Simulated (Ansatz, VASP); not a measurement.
**Two plane-wave programs on Re**

The input INCAR:

```
PREC = Accurate ; ENCUT = 520
EDIFF = 1E-6 ; ISMEAR = 0
SIGMA = 0.15 ; LREAL = F
LASPH = T ; NELM = 80
ALGO = Normal ; ISIF = 2
LWAVE = F ; LCHARG = F
GGA = PE ; NBANDS = 10
```

Contents of KPOINTS:

```
regular mesh
0
Gamma
  10 10 10
```

The input POSCAR:

```
Re
1.0
    0.0000000000      1.9577236186      2.1192358171
    1.8500488196      0.0000000000      2.1192358171
    1.8500488196      1.9577236186      0.0000000000
Re
1
Direct
    0.0000000000      0.0000000000      0.0000000000
```

Input for Ansatz:

```yaml
crystal:
  lattice:
    - [0.0, 1.9577236186, 2.1192358171]
    - [1.8500488196, 0.0, 2.1192358171]
    - [1.8500488196, 1.9577236186, 0.0]
  atoms:
    - { symbol: Re, position: [0.0, 0.0, 0.0] }
basis:
  ecutwfc: 420
kpoints:
  mp_grid: { grid: [10, 10, 10] }
hamiltonian:
  xc: pbe
scf:
  occupations: { method: gaussian, width: 0.15 }
output:
  forces: true
  stress: true
  eigenvalues: true
```

Change from the starting cell: normal strain along x -0.0550, normal strain along z +0.0825.

Alike in both runs: task single point; functional PBE; k mesh 10 × 10 × 10; occupations gaussian, width 0.15 eV; no spin polarisation.

|  | VASP | Ansatz |
| --- | --- | --- |
| version | VASP 6.6.1 | Ansatz 0.2.0 |
| potentials or method | VASP PAW PBE potentials, release 64 (Re), cutoff 520 eV | scalar-relativistic, plane waves, PAW |
| valence electrons in the cell | 7 | 15 |

Ansatz gave:

- gap on the k mesh at the Fermi level (eV): none
- pressure (GPa): -6.1
- traceless stress, the component that is largest in VASP (GPa): -17.34

Q: Estimate VASP's values.

A: gap on the k mesh at the Fermi level (eV): none; pressure (GPa): -6.8; traceless stress, the component that is largest in VASP (GPa): -17.02.

A gap of «none» marks a metal or a gap that the smearing closes. VASP's potentials hold 7 valence electrons a cell and Ansatz's 15, so a difference there can come from the potentials and not from the codes.

Spin-orbit coupling is off throughout.
